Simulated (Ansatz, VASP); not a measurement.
Two plane-wave programs on HfTi3N4

```
CELL_PARAMETERS angstrom
4.34186 0.00000 0.00000
0.00000 4.34186 0.00000
0.00000 0.00000 4.34186
ATOMIC_POSITIONS crystal
Hf 0.00000 0.00000 0.00000
Ti 0.50000 0.00000 0.50000
Ti 0.00000 0.50000 0.50000
Ti 0.50000 0.50000 0.00000
N 0.50000 0.50000 0.50000
N 0.00000 0.50000 0.00000
N 0.50000 0.00000 0.00000
N 0.00000 0.00000 0.50000
```

Alike in both runs: task single point; functional PBE; k mesh 4 × 4 × 4; occupations gaussian, width 0.1 eV; collinear spin.

```csv
,VASP,Ansatz
version,VASP 6.6.1,Ansatz 0.2.0
potentials or method,"VASP PAW PBE potentials, release 64 (Hf_pv, Ti_sv, N), cutoff 520 eV","scalar-relativistic, plane waves, PAW"
valence electrons in the cell,66,82
```

|  | VASP | Ansatz | Ansatz less VASP |
| --- | --- | --- | --- |
| gap on the k mesh at the Fermi level (eV) | none | none | - |
| pressure (GPa) | -0.5 | -0.1 | +0.36 |
| net moment per atom (μB) | 0.00 | 0.00 | 0.000 |

A gap of «none» marks a metal or a gap that the smearing closes. The functional is the same, so the differences come from potentials, cutoffs and numerics. VASP's potentials hold 66 valence electrons a cell and Ansatz's 82, so a difference there can come from the potentials and not from the codes. Ansatz's warnings: seeded moment not kept.

The k mesh is coarse, so the values compare programs but aren't converged. Spin-orbit coupling is off throughout.
